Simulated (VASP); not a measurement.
# Ir (Fm-3m) in VASP: single point with LDA

Aim: the single point of Ir with LDA.

All numbers are computed with VASP 6.6.1; they aren't measurements. Logs are shortened: lines on timing, memory, paths and dates and some standing lists are left out, and cuts for length are marked.

## Step 1: The cell of the first run

It takes space group Fm-3m (No. 225, cubic). Conventional cell: a = 3.812 Å, b = 3.812 Å, c = 3.812 Å, α = 90.00°, β = 90.00°, γ = 90.00°. Within 3.6 Å of Ir (site symmetry m-3m) lie 12 Ir at 2.70 Å.

## Step 2: Single point, LDA

Input file INCAR:

```
SYSTEM = Ir
PREC = Accurate
ENCUT = 560
EDIFF = 1E-6
ISMEAR = -1
SIGMA = 0.1
LREAL = .FALSE.
LASPH = .TRUE.
NELM = 120
ALGO = Normal
ISIF = 2
LWAVE = .FALSE.
LCHARG = .FALSE.
GGA = CA
NBANDS = 14
GGA_COMPAT = .FALSE.
```

Input file KPOINTS:

```
regular mesh
0
G
  19 19 19
  0 0 0
```

Input file POSCAR:

```
Ir
1.0
    0.0000000000      1.9060969603      1.9060969603
    1.9060969603      0.0000000000      1.9060969603
    1.9060969603      1.9060969603      0.0000000000
Ir
1
Direct
    0.0000000000      0.0000000000      0.0000000000
```

Potentials or basis: VASP PAW LDA potentials, release 64 (Ir_sv_GW).

Command:

```
> cat potpaw_LDA.64/Ir_sv_GW/POTCAR > POTCAR
> mpirun -np 1 vasp_std > vasp.out
```

OUTCAR:

```text
SYSTEM = Ir
   PREC = Accurate
   ENCUT = 560
   EDIFF = 1E-6
   ISMEAR = -1
   LREAL = .FALSE.
   LASPH = .TRUE.
   NELM = 120
   ISIF = 2
   GGA = CA

 ion  position               nearest neighbor table
   1  0.000  0.000  0.000-

  LATTYP: Found a face centered cubic cell.
 ALAT       =     3.8121939206

  Lattice vectors:

 A1 = (   0.0000000000,   1.9060969603,   1.9060969603)
 A2 = (   1.9060969603,   0.0000000000,   1.9060969603)
 A3 = (   1.9060969603,   1.9060969603,   0.0000000000)

Analysis of symmetry for initial positions (statically):
=====================================================================
 Subroutine PRICEL returns:
 Original cell was already a primitive cell.

 Routine SETGRP: Setting up the symmetry group for a
 face centered cubic supercell.

 Subroutine GETGRP returns: Found 48 space group operations
 (whereof 48 operations were pure point group operations)
 out of a pool of 48 trial point group operations.

The static configuration has the point symmetry O_h .

Analysis of symmetry for dynamics (positions and initial velocities):
=====================================================================
 Subroutine PRICEL returns:
 Original cell was already a primitive cell.

 Routine SETGRP: Setting up the symmetry group for a
 face centered cubic supercell.

 Subroutine GETGRP returns: Found 48 space group operations
 (whereof 48 operations were pure point group operations)
 out of a pool of 48 trial point group operations.

The dynamic configuration has the point symmetry O_h .

 Subroutine INISYM returns: Found 48 space group operations
 (whereof 48 operations are pure point group operations),
 and found     1 'primitive' translations

----------------------------------------------------------------------------------------

                                     Primitive cell

  volume of cell :      13.8505

  direct lattice vectors                    reciprocal lattice vectors
     0.000000000  1.906096960  1.906096960    -0.262316142  0.262316142  0.262316142
     1.906096960  0.000000000  1.906096960     0.262316142 -0.262316142  0.262316142
     1.906096960  1.906096960  0.000000000     0.262316142  0.262316142 -0.262316142

  length of vectors
     2.695628172  2.695628172  2.695628172     0.454344885  0.454344885  0.454344885

  position of ions in fractional coordinates (direct lattice)
     0.000000000  0.000000000  0.000000000

  ion indices of the primitive-cell ions
   primitive index   ion index
                 1           1

----------------------------------------------------------------------------------------

 KPOINTS: regular mesh

Automatic generation of k-mesh.
 Grid dimensions read from file:
 generate k-points for:   19   19   19

 Generating k-lattice:

  Cartesian coordinates                     Fractional coordinates (reciprocal lattice)
    -0.013806113  0.013806113  0.013806113     0.052631579  0.000000000  0.000000000
     0.013806113 -0.013806113  0.013806113     0.000000000  0.052631579  0.000000000
     0.013806113  0.013806113 -0.013806113     0.000000000  0.000000000  0.052631579

  Length of vectors
     0.023912889  0.023912889  0.023912889

  Shift w.r.t. Gamma in fractional coordinates (k-lattice)
     0.000000000  0.000000000  0.000000000

 Subroutine IBZKPT returns following result:
 ===========================================

 Found    220 irreducible k-points:

 Following reciprocal coordinates:
            Coordinates               Weight
  0.000000  0.000000  0.000000      1.000000
  0.052632  0.000000  0.000000      8.000000
  0.105263  0.000000  0.000000      8.000000
  0.157895  0.000000  0.000000      8.000000
  0.210526  0.000000  0.000000      8.000000
  0.263158  0.000000  0.000000      8.000000
[... 16 lines left out ...]
 -0.315789  0.052632  0.000000     24.000000
 -0.263158  0.052632  0.000000     24.000000
 [... further k-points ...]
   k-points           NKPTS =    220   k-points in BZ     NKDIM =    220   number of bands    NBANDS=     14
   number of dos      NEDOS =    301   number of ions     NIONS =      1
   total plane-waves  NPLWV =  13824
   dimension x,y,z NGX =    24 NGY =   24 NGZ =   24
   dimension x,y,z NGXF=    48 NGYF=   48 NGZF=   48
   ions per type =               1
   NGX,Y,Z   is equivalent  to a cutoff of  14.80, 14.80, 14.80 a.u.
   NGXF,Y,Z  is equivalent  to a cutoff of  29.60, 29.60, 29.60 a.u.
 SYSTEM =  Ir
   PREC   = accura    normal or accurate (medium, high low for compatibility)
   ISTART =      0    job   : 0-new  1-cont  2-samecut
   ICHARG =      2    charge: 1-file 2-atom 10-const
   ISPIN  =      1    spin polarized calculation?
   LNONCOLLINEAR =      F non collinear calculations
   LSORBIT =      F    spin-orbit coupling
   LASPH  =      T    aspherical Exc in radial PAW
   ENCUT  =  560.0 eV  41.16 Ry    6.42 a.u.   5.20  5.20  5.20*2*pi/ulx,y,z
   NELM   =    120;   NELMIN=  2; NELMDL= -5     # of ELM steps
   EDIFF  = 0.1E-05   stopping-criterion for ELM
   LREAL  =      F    real-space projection
   EDIFFG = 0.1E-04   stopping-criterion for IOM
   NSW    =      0    number of steps for IOM
   IBRION =     -1    ionic relax: 0-MD 1-quasi-New 2-CG
   NFREE  =      0    steps in history (QN), initial steepest desc. (CG)
   ISIF   =      2    stress and relaxation
   ISYM   =      2    0-nonsym 1-usesym 2-fastsym
   POTIM  = 0.5000    time-step for ionic-motion
   TEBEG  =    0.0;   TEEND  =   0.0 temperature during run
   PSTRESS=    0.0 pullay stress
   NELECT =      17.0000    total number of electrons
   NUPDOWN=      -1.0000    fix difference up-down
   EMIN   =  10.00;   EMAX   =-10.00  energy-range for DOS
   EFERMI =   0.00;   METHOD = LEGACY
   ISMEAR =    -1;   SIGMA  =   0.10  broadening in eV -4-tet -1-fermi 0-gaus
   EFERMI_NEDOS =   21; number of points for ismear=-14 and -15
   IALGO  =     38    algorithm
   IMIX   =      4    mixing-type and parameters
     AMIX     =   0.40;   BMIX     =  1.00
     AMIX_MAG =   1.60;   BMIX_MAG =  1.00
  volume/ion in A,a.u.               =      13.85        93.47
  Fermi-wavevector in a.u.,A,eV,Ry     =   1.752815  3.312341 41.802015  3.072361
  Thomas-Fermi vector in A             =   2.823072
   LORBIT       =      0    0 simple, 1 ext, 2 COOP (PROOUT), +10 PAW based schemes
   GGA     = CA    functional components
   LHFCALC =     F    Hartree Fock is set to
   AEXX    =    0.0000 exact exchange contribution
   IVDW    =     0    specifies the selected vdW correction
   LEPSILON=     F    determine dielectric tensor
   LRPA    =     F    only Hartree local field effects (RPA)
 non-spin polarized calculation
  energy-cutoff  :      560.00
  volume of cell :       13.85
 maximum number of plane-waves:       432
 NGX is ok and might be reduce to    24
   NGX = 11   NGY = 11   NGZ = 11

 number of electron      17.0000000 magnetization

 Free energy of the ion-electron system (eV)
  ---------------------------------------------------
  ext. energy  EPLUGINS =         0.00000000
  ---------------------------------------------------
  free energy    TOTEN  =       -10.91644475 eV

  energy without entropy =      -10.88273480  energy(sigma->0) =      -10.89958978

 E-fermi :  13.0574     XC(G=0): -14.9197

 val. band max:       13.0423026056   @ k =   0.4211   0.1579   0.0526
 cond. band min:      13.0579463942   @ k =  -0.1579   0.1579   0.0526
 fundamental gap:      0.0156437886
 Fermi energy:        13.0573897879

 k-point     1 :       0.0000    0.0000    0.0000
  band No.  band energies     occupation
      1     -79.5240      2.00000
      2     -36.1654      2.00000
      3     -36.1654      2.00000
      4     -36.1654      2.00000
      5       1.7623      2.00000
      6       9.0421      2.00000
      7       9.0421      2.00000
      8       9.0421      2.00000
      9      11.8562      1.99999
     10      11.8562      1.99999
     11      26.6586      0.00000
     12      32.2513      0.00000
     13      32.2513      0.00000
     14      32.2513      0.00000

 k-point     2 :       0.0526    0.0000    0.0000
  band No.  band energies     occupation
      1     -79.5220      2.00000
      2     -36.1897      2.00000
      3     -36.1687      2.00000
      4     -36.1687      2.00000
      5       1.8898      2.00000
      6       8.9725      2.00000
      7       9.0976      2.00000
      8       9.0976      2.00000
      9      11.8184      1.99999
     10      11.8184      1.99999
     11      26.8832      0.00000
     12      31.6702      0.00000
     13      32.4669      0.00000
     14      32.4669      0.00000

 k-point     3 :       0.1053    0.0000    0.0000
  band No.  band energies     occupation
      1     -79.5162      2.00000
      2     -36.2599      2.00000
      3     -36.1782      2.00000
      4     -36.1782      2.00000
      5       2.2598      2.00000
      6       8.7916      2.00000
      7       9.2456      2.00000
      8       9.2456      2.00000
      9      11.7318      2.00000
     10      11.7318      2.00000
     11      27.5074      0.00000
     12      30.4437      0.00000
     13      33.0983      0.00000
     14      33.0983      0.00000
[... 324 lines left out ...]
 k-point    23 :      -0.3158    0.0526    0.0000
  band No.  band energies     occupation
      1     -79.4675      2.00000
      2     -36.8157      2.00000
      3     -36.2831      2.00000
      4     -36.2495      2.00000
      5       4.7614      2.00000
      6       9.1866      2.00000
      7       9.3417      2.00000
      8       9.3566      2.00000
      9      12.4811      1.99374
     10      13.3817      0.07515
     11      24.4849      0.00000
     12      28.3228      0.00000
     13      34.0474      0.00000
     14      36.1116      0.00000

 k-point    24 :      -0.2632    0.0526    0.0000
  band No.  band energies     occupation
      1     -79.4785      2.00000
      2     -36.6878      2.00000
      3     -36.2649      2.00000
      4     -36.2290      2.00000
      5       4.4321      2.00000
      6       8.6086      2.00000
      7       9.4207      2.00000
      8       9.5139      2.00000
      9      11.8942      1.99998
     10      12.7910      1.86967
     11      25.9691      0.00000
     12      29.3552      0.00000
     13      35.1515      0.00000
     14      36.1053      0.00000

 [... further k-points ...]

------------------------ aborting loop because EDIFF is reached ----------------------------------------

  FORCE on cell =-STRESS in cart. coord.  units (eV):
  Direction    XX          YY          ZZ          XY          YZ          ZX
  --------------------------------------------------------------------------------------
  -------------------------------------------------------------------------------------
  Total       -0.0280067     -0.0280067     -0.0280067      0.0000000     -0.0000000     -0.0000000
  in kB       -3.2397250     -3.2397250     -3.2397250      0.0000000     -0.0000000     -0.0000000
  external PRESSURE =      -3.2397250 kB  Pullay stress =       0.0000000 kB

 VOLUME and BASIS-vectors are now :
 -----------------------------------------------------------------------------
  energy-cutoff  :      560.00
  volume of cell :       13.85
      direct lattice vectors                 reciprocal lattice vectors
     0.000000000  1.906096960  1.906096960    -0.262316142  0.262316142  0.262316142
     1.906096960  0.000000000  1.906096960     0.262316142 -0.262316142  0.262316142
     1.906096960  1.906096960  0.000000000     0.262316142  0.262316142 -0.262316142

 POSITION                                       TOTAL-FORCE (eV/Angst)
 -----------------------------------------------------------------------------------
      0.00000      0.00000      0.00000         0.000000      0.000000      0.000000
 -----------------------------------------------------------------------------------
    total drift:                                0.000000     -0.000000     -0.000000

  FREE ENERGIE OF THE ION-ELECTRON SYSTEM (eV)
  ---------------------------------------------------
  free  energy   TOTEN  =       -10.9164447509 eV

  energy  without entropy=      -10.8827347992  energy(sigma->0) =      -10.89958978
```

It took 16 s on 1 thread of Intel Xeon 6975P-C (Granite Rapids), shared host; peak memory 0.17 GiB.

Results:

```
Free energy            : -10.9164 eV
Pressure               : -0.3 GPa
Band gap on the k mesh : zero (an odd number of electrons rules out a gap without spin polarisation)
```

Caveat: spin-orbit coupling is left out, which moves the levels of the heavy elements.
